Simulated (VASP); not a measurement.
Here is a VASP 6.6.1 calculation.

File INCAR:

```
PREC = Accurate
ENCUT = 520
EDIFF = 1E-6
ISMEAR = -1
SIGMA = 0.03
LREAL = F
LASPH = T
NELM = 150
ALGO = Normal
ISIF = 2
LWAVE = F
LCHARG = T
ISPIN = 2
MAGMOM = 2.208
LORBIT = 11
LMAXMIX = 4
GGA = PE
LELF = T
LVHAR = T
NBANDS = 14
```

Contents of KPOINTS:

```
Automatic mesh
0
Gamma
  15 15 15
```

File POSCAR:

```
Fe
1.0
   -1.4163059769      1.4163059769      1.4163059769
    1.4163059769     -1.4163059769      1.4163059769
    1.4163059769      1.4163059769     -1.4163059769
Fe
1
Direct
    0.0000000000      0.0000000000      0.0000000000
```

Potentials or basis: VASP PAW PBE potentials, release 64 (Fe).

The run is started by

```bash
$ cat potpaw_PBE.64/Fe/POTCAR > POTCAR
$ mpirun -np 1 vasp_std > vasp.out
```

**Question.** What does it give for the net moment?

**Answer.** 2.19 μB per cell.

**Question.** Predict the site moments.

**Answer.** Fe +2.19 μB.

**Question.** Predict the pressure.

**Answer.** 0.0 GPa.
